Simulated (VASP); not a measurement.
Crystal: LiH.

```
CELL_PARAMETERS angstrom
2.41835 0.00000 0.00000
0.00000 2.41835 0.00000
0.00000 0.00000 2.41835
ATOMIC_POSITIONS crystal
Li 0.00000 0.00000 0.00000
H 0.50000 0.50000 0.50000
```

This cell differs from its parent crystal: strain -3.3%.

Program: VASP 6.6.1. Alike in all runs: task single point; potentials or basis VASP PAW PBE potentials, release 64 (Li_sv, H); no spin polarisation; cell as given; cutoff (eV) 520. Hardware: 1 thread of Intel(R) Xeon(R) Platinum 8488C (Sapphire Rapids), with other jobs on the host.

Q: Order these runs on this cell by their wall time, lowest first.
A. level r2SCAN; k mesh 10 × 10 × 10; smearing gaussian 0.01 eV
B. level HSE06; k mesh 8 × 8 × 8; smearing gaussian 0.01 eV; grid for exact exchange (PRECFOCK) Normal; screening parameter 0.2079 1/Å
C. level PBE; k mesh 10 × 10 × 10; smearing fermi-dirac 0.02 eV

A: C (3.2 s), A (15 s), B (93 s).
